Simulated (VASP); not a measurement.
Here is a VASP 6.6.1 calculation.

INCAR

```
SYSTEM = Cs2LiB6Os
PREC = Accurate
ENCUT = 520
EDIFF = 1E-7
ISMEAR = -1
SIGMA = 0.1
LREAL = .False.
LASPH = .True.
NELM = 100
ALGO = Normal
ISIF = 2
LWAVE = .False.
LCHARG = .False.
GGA = PE
NBANDS = 34
```

The input KPOINTS:

```
regular mesh
0
Gamma
  4 4 4
  0 0 0
```

POSCAR

```
Cs2LiB6Os
1.0
    0.0000000000      4.0781040000      4.0781040000
    4.0781040000      0.0000000000      4.0781040000
    4.0781040000      4.0781040000      0.0000000000
Li Cs Os B
1 2 1 6
Direct
    0.5000000000      0.5000000000      0.5000000000
    0.2500000000      0.2500000000      0.2500000000
    0.7500000000      0.7500000000      0.7500000000
    0.0000000000      0.0000000000      0.0000000000
    0.7670000000      0.2330000000      0.2330000000
    0.2330000000      0.7670000000      0.2330000000
    0.2330000000      0.7670000000      0.7670000000
    0.7670000000      0.2330000000      0.7670000000
    0.2330000000      0.2330000000      0.7670000000
    0.7670000000      0.7670000000      0.2330000000
```

Potentials or basis: VASP PAW PBE potentials, release 64 (Li_sv, Cs_sv, Os, B).

Run with:

```bash
$ cat potpaw_PBE.64/Li_sv/POTCAR potpaw_PBE.64/Cs_sv/POTCAR potpaw_PBE.64/Os/POTCAR potpaw_PBE.64/B/POTCAR > POTCAR
$ mpirun -np 1 vasp_std > vasp.out
```

Problem. What does it give for the largest force?

Solution. 3.909 eV/Å.

Forces in eV/Å, atoms in the order of the input:
```
Li   0.000  0.000  0.000
Cs   0.000  0.000  0.000
Cs   0.000  0.000  0.000
Os   0.000  0.000  0.000
B    3.909  0.000  0.000
B    0.000  3.909  0.000
B   -3.909  0.000  0.000
B    0.000 -3.909  0.000
B    0.000  0.000  3.909
B    0.000  0.000 -3.909
```

Caveat: forces of over 1 eV/Å act on the atoms, so gaps and moduli don't describe the material at rest.
